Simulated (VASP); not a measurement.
Li2SnHgTe4: single point with PBE

Li2SnHgTe4:

```
Li Hg Sn Te
1.0
    -3.27081    3.27081    6.48988
     3.27081   -3.27081    6.48988
     3.27081    3.27081   -6.48988
Li Hg Sn Te
2 1 1 4
Direct
  0.75000 0.25000 0.50000
  0.25000 0.75000 0.50000
  0.00000 0.00000 0.00000
  0.50000 0.50000 0.00000
  0.87601 0.87601 0.48767
  0.12399 0.61166 0.00000
  0.61166 0.12399 0.00000
  0.38834 0.38834 0.51233
```

* Program: VASP 6.6.1
* Task: single point
* Functional: PBE
* Potentials or basis: VASP PAW PBE potentials, release 64 (Li_sv, Hg, Sn_d, Te)
* Cutoff: 520 eV
* k mesh: 6 × 6 × 6
* Occupations: gaussian, width 0.01 eV
* Spin: no spin polarisation

The largest force is 0.113 eV/Å and the band gap on the k mesh is 0.42 eV.

Forces on the atoms (eV/Å):
```
Li   0.000  0.000  0.000
Li   0.000  0.000  0.000
Hg   0.000  0.000  0.000
Sn   0.000  0.000  0.000
Te  -0.033 -0.033 -0.102
Te  -0.033  0.033  0.102
Te   0.033 -0.033  0.102
Te   0.033  0.033 -0.102
```

Levels at points of the mesh, in eV from the valence-band top:
| k point | band 26 | band 27 | band 28 | band 29 | band 30 | band 31 |
| --- | --- | --- | --- | --- | --- | --- |
| (0.00, 0.00, 0.00) | -0.15 | 0.00 | 0.00 | 0.42 | 2.40 | 2.70 |
| (0.50, 0.00, 0.00) | -0.84 | -0.68 | -0.53 | 1.59 | 2.51 | 3.21 |
| (0.50, 0.50, 0.00) | -0.46 | -0.31 | -0.31 | 0.52 | 1.79 | 3.54 |
| (0.50, 0.50, 0.50) | -0.87 | -0.66 | -0.66 | 1.08 | 1.83 | 2.56 |

It took 4.4 min on 1 thread of Intel(R) Xeon(R) 6975P-C (Granite Rapids), on a shared host, peak memory 0.67 GiB.

Caveat: spin-orbit coupling is left out, which moves the levels of the heavy elements. A k mesh can miss the band edges.
